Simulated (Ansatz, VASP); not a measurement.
Al2GaSb3 in VASP and in Ansatz

File INCAR:

```
  PREC = Accurate
  ENCUT = 520
  EDIFF = 1E-6
  ISMEAR = 0
  SIGMA = 0.1
  LREAL = F
  LASPH = T
  NELM = 80
  ALGO = Normal
  ISIF = 2
  LWAVE = F
  LCHARG = T
  GGA = PE
  LELF = T
  LVHAR = T
  NBANDS = 26
```

Contents of KPOINTS:

```
regular mesh
0
Gamma
  4 4 4
```

File POSCAR:

```
Al2GaSb3
1.0
    3.2011626600     -4.3812772600      0.0000000000
    3.2011626600      4.3812772600      0.0000000000
    0.0000000000      0.0000000000      6.1078365300
Al Ga Sb
2 1 3
Direct
    0.2001827200      0.2001827200      0.5000000000
    0.7998172800      0.7998172800      0.5000000000
    0.5000000000      0.5000000000      0.5000000000
    0.6875991200      0.3124008800      0.5000000000
    0.3124008800      0.6875991200      0.5000000000
    0.5000000000      0.5000000000      0.0000000000
```

Input for Ansatz:

```yaml
crystal:
  lattice:
    - [3.20116266, -4.38127726, 0.0]
    - [3.20116266, 4.38127726, 0.0]
    - [0.0, 0.0, 6.10783653]
  atoms:
    - { symbol: Al, position: [0.20018272, 0.20018272, 0.5] }
    - { symbol: Al, position: [0.79981728, 0.79981728, 0.5] }
    - { symbol: Ga, position: [0.5, 0.5, 0.5] }
    - { symbol: Sb, position: [0.68759912, 0.31240088, 0.5] }
    - { symbol: Sb, position: [0.31240088, 0.68759912, 0.5] }
    - { symbol: Sb, position: [0.5, 0.5, 0.0] }
basis:
  ecutwfc: 420
kpoints:
  mp_grid: { grid: [4, 4, 4] }
hamiltonian:
  xc: pbe
scf:
  occupations: { method: gaussian, width: 0.1 }
  lower_state_search: "off"
output:
  forces: true
  stress: true
  eigenvalues: true
```

Alike in both runs: task single point; functional PBE; k mesh 4 × 4 × 4; occupations gaussian, width 0.1 eV; no spin polarisation.

|  | VASP | Ansatz |
| --- | --- | --- |
| version | VASP 6.6.1 | Ansatz 0.2.0 |
| potentials or method | VASP PAW PBE potentials, release 64 (Al, Ga_d, Sb), cutoff 520 eV | scalar-relativistic, plane waves, PAW |
| valence electrons in the cell | 34 | 64 |

|  | VASP | Ansatz | Ansatz less VASP |
| --- | --- | --- | --- |
| gap on the k mesh at the Fermi level (eV) | none | none | - |
| rms of the force components (eV/Å) | 16.429 | 18.337 | +1.9080 |

Atom by atom the forces differ by 1.999 eV/Å (rms over components). A gap of «none» marks a metal or a gap that the smearing closes. VASP's potentials hold 34 valence electrons a cell and Ansatz's 64, so a difference there can come from the potentials and not from the codes.

Neither program's run includes spin-orbit coupling.
